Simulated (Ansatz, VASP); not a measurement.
**One calculation of BAs, two programs**

File INCAR:

```
SYSTEM = BAs
ALGO = Normal
EDIFF = 1E-7
ENCUT = 520
GGA = PE
ISIF = 2
ISMEAR = -1
LASPH = .TRUE.
LCHARG = .FALSE.
LREAL = .FALSE.
LWAVE = .FALSE.
NBANDS = 11
NELM = 80
PREC = Accurate
SIGMA = 0.08
```

Contents of KPOINTS:

```
k-points
0
G
  14 14 14
  0 0 0
```

Contents of POSCAR:

```
BAs
1.0
    0.0000000000      2.0722728826      2.0722728826
    2.0722728826      0.0000000000      2.0722728826
    2.0722728826      2.0722728826      0.0000000000
B As
1 1
Direct
    0.0000000000      0.0000000000      0.0000000000
    0.2500000000      0.2500000000      0.2500000000
```

Input for Ansatz:

```yaml
crystal:
  lattice:
    - [0.0, 2.0722728826, 2.0722728826]
    - [2.0722728826, 0.0, 2.0722728826]
    - [2.0722728826, 2.0722728826, 0.0]
  atoms:
    - { symbol: B, position: [0.0, 0.0, 0.0] }
    - { symbol: As, position: [0.25, 0.25, 0.25] }
kpoints:
  mp_grid: { grid: [14, 14, 14] }
scf:
  occupations: { method: fermi_dirac, width: 0.08 }
hamiltonian:
  xc: pbe
  pseudopotentials: { kind: paw }
output:
  forces: true
  stress: true
  eigenvalues: true
  populations: true
```

Change from the starting cell: volume scaled by 0.64, PAW files.

Alike in both runs: task single point; functional PBE; k mesh 14 × 14 × 14; occupations fermi-dirac, width 0.08 eV; no spin polarisation.

```csv
,VASP,Ansatz
version,VASP 6.6.1,Ansatz 0.2.0
potentials or method,"VASP PAW PBE potentials, release 64 (B, As)","PAW with Ansatz's default frozen-core files, scalar-relativistic"
plane-wave cutoff (eV),520,420
valence electrons in the cell,8,18
```

```tsv
	VASP	Ansatz	Ansatz less VASP
pressure (GPa)	146.7	142.1	-4.62
```

Both programs put the cell under a high pressure, so it lies far from rest at this level. With one functional, cell and mesh, what is left measures potentials, basis and numerics. VASP's potentials hold 8 valence electrons a cell and Ansatz's 18, so a difference there can come from the potentials and not from the codes.

Noted on VASP's run: the cell as given lies far from equilibrium.
